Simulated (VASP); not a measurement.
# MgI2 (R3m) in VASP: further runs, part 2 of 2

VASP 6.6.1. Earlier steps stand in the parts before.

**3. Single point, PBEsol**

Contents of INCAR:

```
PREC = Accurate ; ENCUT = 600
EDIFF = 1E-6 ; ISMEAR = 0
SIGMA = 0.2 ; LREAL = False
LASPH = True ; NELM = 120
ALGO = Normal ; ISIF = 2
LWAVE = False ; LCHARG = False
GGA = PS ; NBANDS = 15
GGA_COMPAT = False
```

Contents of KPOINTS:

```
regular mesh
0
Gamma
  6 6 6
```

Contents of POSCAR:

```
MgI2
1.0
    2.0274773882      1.1705646158      7.2554234560
   -2.0274773882      1.1705646158      7.2554234560
    0.0000000000     -2.3411292317      7.2554234560
Mg I
1 2
Direct
   -0.0000100368     -0.0000100368     -0.0000100368
    0.4179194843      0.4179194843      0.4179194843
    0.2487572191      0.2487572191      0.2487572191
```

Potentials or basis: VASP PAW PBE potentials, release 64 (Mg, I).

The run is started by

```sh
cat potpaw_PBE.64/Mg/POTCAR potpaw_PBE.64/I/POTCAR > POTCAR
mpirun -np 1 vasp_std > vasp.out
```

OUTCAR:

```text
PREC = Accurate
   ENCUT = 600
   EDIFF = 1E-6
   ISMEAR = 0
   LREAL = False
   LASPH = True
   NELM = 120
   ISIF = 2
   GGA = PS

 ion  position               nearest neighbor table
   1  1.000  1.000  1.000-   3 2.98   3 2.98   3 2.98   2 2.98   2 2.98   2 2.98
   2  0.418  0.418  0.418-   1 2.98   1 2.98   1 2.98
   3  0.249  0.249  0.249-   1 2.98   1 2.98   1 2.98

  LATTYP: Found a trigonal (rhomboedric) cell.
 ALAT       =     7.6237822375
 COS(alpha) =     0.8585506133

  Lattice vectors:

 A1 = (   2.0274773882,   1.1705646158,   7.2554234560)
 A2 = (  -2.0274773882,   1.1705646158,   7.2554234560)
 A3 = (   0.0000000000,  -2.3411292317,   7.2554234560)

Analysis of symmetry for initial positions (statically):
=====================================================================
 Subroutine PRICEL returns:
 Original cell was already a primitive cell.

 Routine SETGRP: Setting up the symmetry group for a
 trigonal (rhombohedral) supercell.

 Subroutine GETGRP returns: Found  6 space group operations
 (whereof  6 operations were pure point group operations)
 out of a pool of 12 trial point group operations.

The static configuration has the point symmetry C_3v.

Analysis of symmetry for dynamics (positions and initial velocities):
=====================================================================
 Subroutine PRICEL returns:
 Original cell was already a primitive cell.

 Routine SETGRP: Setting up the symmetry group for a
 trigonal (rhombohedral) supercell.

 Subroutine GETGRP returns: Found  6 space group operations
 (whereof  6 operations were pure point group operations)
 out of a pool of 12 trial point group operations.

The dynamic configuration has the point symmetry C_3v.

 Subroutine INISYM returns: Found  6 space group operations
 (whereof  6 operations are pure point group operations),
 and found     1 'primitive' translations

----------------------------------------------------------------------------------------

                                     Primitive cell

  volume of cell :     103.3155
[... 124 lines left out ...]
  energy-cutoff  :      600.00
  volume of cell :      103.32
 maximum number of plane-waves:      3467
 NGX is ok and might be reduce to    64
   NGX = 31   NGY = 31   NGZ = 31

 number of electron      16.0000000 magnetization

 Free energy of the ion-electron system (eV)
  ---------------------------------------------------
  ext. energy  EPLUGINS =         0.00000000
  ---------------------------------------------------
  free energy    TOTEN  =        -7.95136501 eV

  energy without entropy =       -7.95136501  energy(sigma->0) =       -7.95136501

 E-fermi :   3.4513     XC(G=0):  -8.3652

 val. band max:        2.5648671986   @ k =   0.5000   0.5000   0.5000
 cond. band min:       5.2125843321   @ k =   0.0000   0.0000   0.0000
 fundamental gap:      2.6477171335
 Fermi energy:         3.4513244800

 k-point     1 :       0.0000    0.0000    0.0000
  band No.  band energies     occupation
      1      -9.8609      2.00000
      2      -9.2096      2.00000
      3      -1.6139      2.00000
      4       2.0952      2.00000
      5       2.0952      2.00000
      6       2.0955      2.00000
      7       2.4511      2.00000
      8       2.4511      2.00000
      9       5.2126      0.00000
     10       7.9517      0.00000
     11       8.8404      0.00000
     12       9.0325      0.00000
     13       9.0325      0.00000
     14      10.8994      0.00000
[... 401 lines left out ...]
      2      -8.8151      2.00000
      3      -1.1888      2.00000
      4      -0.3074      2.00000
      5       0.0762      2.00000
      6       0.5412      2.00000
      7       1.2911      2.00000
      8       1.7299      2.00000
      9       5.8078      0.00000
     10       6.8051      0.00000
     11       8.5324      0.00000
     12       9.0561      0.00000
     13       9.7560      0.00000
     14      10.7343      0.00000
     15      11.4367      0.00000

 [... further k-points ...]

------------------------ aborting loop because EDIFF is reached ----------------------------------------

  FORCE on cell =-STRESS in cart. coord.  units (eV):
  Direction    XX          YY          ZZ          XY          YZ          ZX
  --------------------------------------------------------------------------------------
  -------------------------------------------------------------------------------------
  Total       -0.2931001     -0.2931001     -0.1384084      0.0000000      0.0000000      0.0000000
  in kB       -4.5452847     -4.5452847     -2.1463848      0.0000000      0.0000000      0.0000000
  external PRESSURE =      -3.7456514 kB  Pullay stress =       0.0000000 kB

 VOLUME and BASIS-vectors are now :
 -----------------------------------------------------------------------------
  energy-cutoff  :      600.00
  volume of cell :      103.32
      direct lattice vectors                 reciprocal lattice vectors
     2.027477388  1.170564616  7.255423456     0.246611875  0.142381432  0.045942644
    -2.027477388  1.170564616  7.255423456    -0.246611875  0.142381432  0.045942644
     0.000000000 -2.341129232  7.255423456     0.000000000 -0.284762865  0.045942644

 POSITION                                       TOTAL-FORCE (eV/Angst)
 -----------------------------------------------------------------------------------
      0.00000     -0.00000     21.76605         0.000000     -0.000000      0.000108
      0.00000     -0.00000      9.09655         0.000000      0.000000     -0.065107
      0.00000     -0.00000      5.41452         0.000000     -0.000000      0.064999
 -----------------------------------------------------------------------------------
    total drift:                                0.000000      0.000000     -0.000349

  FREE ENERGIE OF THE ION-ELECTRON SYSTEM (eV)
  ---------------------------------------------------
  free  energy   TOTEN  =        -7.9513650082 eV

  energy  without entropy=       -7.9513650082  energy(sigma->0) =       -7.95136501
```

Run time: 2.7 min. Hardware: 1 thread of AMD EPYC 7R13 (Zen 3), shared host; peak memory 0.52 GiB.

What came out:

```yaml
Free_energy: -7.9514 eV
Pressure: -0.4 GPa
Largest_force: 0.065 eV/Å
Band_gap_on_the_k_mesh: 2.65 eV (least direct gap 2.76 eV)
```

Forces in eV/Å, atoms in the order of the input:
```
Mg   0.000  0.000  0.000
I    0.000  0.000 -0.065
I    0.000  0.000  0.065
```

Levels at points of the mesh, in eV from the valence-band top:
```csv
k point,band 5,band 6,band 7,band 8,band 9,band 10,band 11,band 12
"(0.00, 0.00, 0.00)",-0.47,-0.47,-0.11,-0.11,2.65,5.39,6.28,6.47
"(0.50, 0.00, 0.00)",-2.69,-1.25,-0.90,-0.39,2.70,3.47,5.26,6.86
"(0.50, 0.50, 0.00)",-2.49,-1.42,-0.85,-0.68,3.12,3.60,5.33,6.31
"(0.50, 0.50, 0.50)",-0.56,-0.56,0.00,0.00,3.47,5.08,6.42,6.42
```

Caveat: the PAW data sets were made with another functional, which shifts forces and pressure a little; spin-orbit coupling is left out, which moves the levels of the heavy elements. A k mesh can miss the band edges.

**4. Single point, PBEsol**

Contents of INCAR:

```
PREC = Accurate
ENCUT = 600
EDIFF = 1E-6
ISMEAR = 0
SIGMA = 0.01
LREAL = False
LASPH = True
NELM = 120
ALGO = Normal
ISIF = 2
LWAVE = False
LCHARG = True
GGA = PS
LELF = True
LVHAR = True
NBANDS = 15
GGA_COMPAT = False
```

Contents of KPOINTS:

```
Automatic mesh
0
Gamma
  6 6 6
```

POSCAR is that of step 3.

The run is started by

```sh
cat potpaw_PBE.64/Mg/POTCAR potpaw_PBE.64/I/POTCAR > POTCAR
mpirun -np 1 vasp_std > vasp.out
```

Run time: 2.8 min. Hardware: 1 thread of AMD EPYC 7R13 (Zen 3), shared host; peak memory 0.52 GiB.

It converged, with:

* Free energy: -7.9514 eV
* Pressure: -0.4 GPa
* Largest force: 0.065 eV/Å
* Band gap on the k mesh: 2.65 eV (least direct gap 2.76 eV)

Forces in eV/Å, atoms in the order of the input:
```
Mg   0.000  0.000  0.000
I    0.000  0.000 -0.065
I    0.000  0.000  0.065
```

Stress tensor (GPa, compression positive):
```
-0.45  0.00  0.00
 0.00 -0.45  0.00
 0.00  0.00 -0.21
```

Levels at points of the mesh, in eV from the valence-band top:
| k point | band 6 | band 7 | band 8 | band 9 | band 10 | band 11 |
| --- | --- | --- | --- | --- | --- | --- |
| (0.00, 0.00, 0.00) | -0.47 | -0.11 | -0.11 | 2.65 | 5.39 | 6.28 |
| (0.50, 0.00, 0.00) | -1.25 | -0.90 | -0.39 | 2.70 | 3.47 | 5.26 |
| (0.50, 0.50, 0.00) | -1.42 | -0.85 | -0.68 | 3.12 | 3.60 | 5.33 |
| (0.50, 0.50, 0.50) | -0.56 | 0.00 | 0.00 | 3.47 | 5.08 | 6.42 |

Caveat: the PAW data sets were made with another functional, which shifts forces and pressure a little; spin-orbit coupling is left out, which moves the levels of the heavy elements.

**5. Single point, r2SCAN**

POSCAR is that of step 4.

Contents of INCAR.step1:

```
SYSTEM = MgI2
ALGO = Normal ; EDIFF = 1E-5
ENCUT = 660 ; GGA = PE
GGA_COMPAT = .FALSE. ; ISMEAR = 0
LASPH = .TRUE. ; LCHARG = .FALSE.
LREAL = .FALSE. ; LWAVE = .TRUE.
NBANDS = 15 ; NELM = 120
PREC = Accurate ; SIGMA = 0.01
```

Contents of INCAR.step2:

```
SYSTEM = MgI2
ALGO = Normal ; EDIFF = 1E-6
ENCUT = 660 ; GGA_COMPAT = .FALSE.
ISIF = 2 ; ISMEAR = 0
ISTART = 1 ; LASPH = .TRUE.
LCHARG = .FALSE. ; LMIXTAU = .TRUE.
LREAL = .FALSE. ; LWAVE = .FALSE.
METAGGA = R2SCAN ; NBANDS = 15
NELM = 120 ; PREC = Accurate
SIGMA = 0.01
```

Contents of KPOINTS:

```
k-points
0
G
  6 6 6
  0 0 0
```

Potentials or basis: VASP PAW PBE potentials, release 64 (Mg, I).

The run is started by

```sh
cat potpaw_PBE.64/Mg/POTCAR potpaw_PBE.64/I/POTCAR > POTCAR
cp INCAR.step1 INCAR
mpirun -np 1 vasp_std > vasp.out
cp INCAR.step2 INCAR
mpirun -np 1 vasp_std > vasp.out
```

OUTCAR:

```text
SYSTEM = MgI2
   EDIFF = 1E-6
   ENCUT = 660
   ISIF = 2
   ISMEAR = 0
   ISTART = 1
   LASPH = .TRUE.
   LREAL = .FALSE.
   METAGGA = R2SCAN
   NELM = 120
   PREC = Accurate

 ion  position               nearest neighbor table
   1  1.000  1.000  1.000-   3 2.98   3 2.98   3 2.98   2 2.98   2 2.98   2 2.98
   2  0.418  0.418  0.418-   1 2.98   1 2.98   1 2.98
   3  0.249  0.249  0.249-   1 2.98   1 2.98   1 2.98

  LATTYP: Found a trigonal (rhomboedric) cell.
 ALAT       =     7.6237822375
 COS(alpha) =     0.8585506133

  Lattice vectors:

 A1 = (   2.0274773882,   1.1705646158,   7.2554234560)
 A2 = (  -2.0274773882,   1.1705646158,   7.2554234560)
 A3 = (   0.0000000000,  -2.3411292317,   7.2554234560)

Analysis of symmetry for initial positions (statically):
=====================================================================
 Subroutine PRICEL returns:
 Original cell was already a primitive cell.

 Routine SETGRP: Setting up the symmetry group for a
 trigonal (rhombohedral) supercell.

 Subroutine GETGRP returns: Found  6 space group operations
 (whereof  6 operations were pure point group operations)
 out of a pool of 12 trial point group operations.

The static configuration has the point symmetry C_3v.

Analysis of symmetry for dynamics (positions and initial velocities):
=====================================================================
 Subroutine PRICEL returns:
 Original cell was already a primitive cell.

 Routine SETGRP: Setting up the symmetry group for a
 trigonal (rhombohedral) supercell.

 Subroutine GETGRP returns: Found  6 space group operations
 (whereof  6 operations were pure point group operations)
 out of a pool of 12 trial point group operations.

The dynamic configuration has the point symmetry C_3v.

 Subroutine INISYM returns: Found  6 space group operations
 (whereof  6 operations are pure point group operations),
 and found     1 'primitive' translations
[... 125 lines left out ...]
   IVDW    =     0    specifies the selected vdW correction
   LEPSILON=     F    determine dielectric tensor
   LRPA    =     F    only Hartree local field effects (RPA)
 non-spin polarized calculation
 Gauss-broadening in eV      SIGMA  =   0.01
  energy-cutoff  :      660.00
  volume of cell :      103.32
 maximum number of plane-waves:      4020
   NGX = 31   NGY = 31   NGZ = 31

 number of electron      16.0000000 magnetization

 Free energy of the ion-electron system (eV)
  ---------------------------------------------------
  ext. energy  EPLUGINS =         0.00000000
  ---------------------------------------------------
  free energy    TOTEN  =       -56.39310528 eV

  energy without entropy =      -56.39310528  energy(sigma->0) =      -56.39310528

 E-fermi :   2.4988     XC(G=0):  -8.5616

 val. band max:        2.3830002315   @ k =   0.5000   0.5000   0.5000
 cond. band min:       5.6395700930   @ k =   0.5000   0.0000  -0.0000
 fundamental gap:      3.2565698615
 Fermi energy:         2.4988411106

 k-point     1 :       0.0000    0.0000    0.0000
  band No.  band energies     occupation
      1     -10.3919      2.00000
      2      -9.6996      2.00000
      3      -1.8027      2.00000
      4       1.8930      2.00000
      5       1.8930      2.00000
      6       1.9161      2.00000
      7       2.2689      2.00000
      8       2.2689      2.00000
      9       5.8494      0.00000
     10       8.6477      0.00000
     11       9.3395      0.00000
     12       9.4850      0.00000
     13       9.4850      0.00000
     14      11.3486      0.00000
[... 401 lines left out ...]
      2      -9.2759      2.00000
      3      -1.3710      2.00000
      4      -0.5092      2.00000
      5      -0.1236      2.00000
      6       0.3429      2.00000
      7       1.1035      2.00000
      8       1.5547      2.00000
      9       6.2131      0.00000
     10       7.2306      0.00000
     11       8.9571      0.00000
     12       9.5485      0.00000
     13      10.2737      0.00000
     14      11.3457      0.00000
     15      12.0413      0.00000

 [... further k-points ...]

------------------------ aborting loop because EDIFF is reached ----------------------------------------

  FORCE on cell =-STRESS in cart. coord.  units (eV):
  Direction    XX          YY          ZZ          XY          YZ          ZX
  --------------------------------------------------------------------------------------
  -------------------------------------------------------------------------------------
  Total        0.3533496      0.3533496      0.3244103      0.0000000     -0.0000000     -0.0000000
  in kB        5.4796112      5.4796112      5.0308319      0.0000000     -0.0000000     -0.0000000
  external PRESSURE =       5.3300181 kB  Pullay stress =       0.0000000 kB

 VOLUME and BASIS-vectors are now :
 -----------------------------------------------------------------------------
  energy-cutoff  :      660.00
  volume of cell :      103.32
      direct lattice vectors                 reciprocal lattice vectors
     2.027477388  1.170564616  7.255423456     0.246611875  0.142381432  0.045942644
    -2.027477388  1.170564616  7.255423456    -0.246611875  0.142381432  0.045942644
     0.000000000 -2.341129232  7.255423456     0.000000000 -0.284762865  0.045942644

 POSITION                                       TOTAL-FORCE (eV/Angst)
 -----------------------------------------------------------------------------------
      0.00000     -0.00000     21.76605         0.000000      0.000000     -0.000267
      0.00000     -0.00000      9.09655         0.000000      0.000000     -0.049736
      0.00000     -0.00000      5.41452         0.000000     -0.000000      0.050003
 -----------------------------------------------------------------------------------
    total drift:                               -0.000000      0.000000     -0.000461

  FREE ENERGIE OF THE ION-ELECTRON SYSTEM (eV)
  ---------------------------------------------------
  free  energy   TOTEN  =       -56.3931052827 eV

  energy  without entropy=      -56.3931052827  energy(sigma->0) =      -56.39310528
```

OUTCAR.step1:

```text
SYSTEM = MgI2
   EDIFF = 1E-5
   ENCUT = 660
   GGA = PE
   ISMEAR = 0
   LASPH = .TRUE.
   LREAL = .FALSE.
   NELM = 120
[... 655 lines left out ...]
      0.00000     -0.00000     21.76605         0.000000      0.000000     -0.000399
      0.00000     -0.00000      9.09655         0.000000      0.000000     -0.009800
      0.00000     -0.00000      5.41452         0.000000     -0.000000      0.010198
 -----------------------------------------------------------------------------------
    total drift:                                0.000000      0.000000     -0.000432

  FREE ENERGIE OF THE ION-ELECTRON SYSTEM (eV)
  ---------------------------------------------------
  free  energy   TOTEN  =        -7.2235263212 eV

  energy  without entropy=       -7.2235263212  energy(sigma->0) =       -7.22352632
```

Wall time 14 min (1 thread of AMD EPYC 7R13 (Zen 3), shared host); peak memory 0.63 GiB.

What came out:

| Property | Result |
| --- | --- |
| Free energy | -56.3931 eV |
| Pressure | 0.5 GPa |
| Largest force | 0.050 eV/Å |
| Band gap on the k mesh | 3.26 eV (least direct gap 3.58 eV) |

Forces on the atoms (eV/Å):
```
Mg   0.000  0.000  0.000
I    0.000  0.000 -0.050
I    0.000  0.000  0.050
```

Levels at points of the mesh, in eV from the valence-band top:
| k point | band 6 | band 7 | band 8 | band 9 | band 10 | band 11 |
| --- | --- | --- | --- | --- | --- | --- |
| (0.00, 0.00, 0.00) | -0.47 | -0.11 | -0.11 | 3.47 | 6.26 | 6.96 |
| (0.50, 0.00, 0.00) | -1.28 | -0.92 | -0.37 | 3.26 | 4.12 | 5.92 |
| (0.50, 0.50, 0.00) | -1.45 | -0.83 | -0.69 | 3.71 | 4.21 | 6.00 |
| (0.50, 0.50, 0.50) | -0.58 | 0.00 | 0.00 | 4.24 | 6.00 | 7.05 |

Caveat: the PAW data sets were made with another functional, which shifts forces and pressure a little; spin-orbit coupling is left out, which moves the levels of the heavy elements. A k mesh can miss the band edges.

**6. Overview**

| level | cutoff (eV) | smearing | gap on the mesh (eV) | pressure (GPa) | largest force (eV/Å) |
| --- | --- | --- | --- | --- | --- |
| PBEsol | 600 | fermi-dirac 0.001 eV | 2.65 | -0.4 | 0.07 |
| PBEsol | 600 | gaussian 0.2 eV | 2.65 | -0.4 | 0.07 |
| PBEsol | 600 | gaussian 0.01 eV | 2.65 | -0.4 | 0.07 |
| r2SCAN | 660 | gaussian 0.01 eV | 3.26 | 0.5 | 0.05 |

Alike in all rows: task single point; potentials or basis VASP PAW PBE potentials, release 64 (Mg, I); no spin polarisation; cell as given; k mesh 6 × 6 × 6.

On the cell as given the gap runs from 2.65 eV (PBEsol) to 3.26 eV (r2SCAN). The pressure there spans -0.4 GPa (PBEsol) to 0.5 GPa (r2SCAN); a positive pressure means that this level wants a larger cell, a negative one a smaller.

Caveats: the PAW data sets were made with another functional, which shifts forces and pressure a little; spin-orbit coupling is left out, which moves the levels of the heavy elements.

Absolute energies hang on the potentials; compare differences alone.
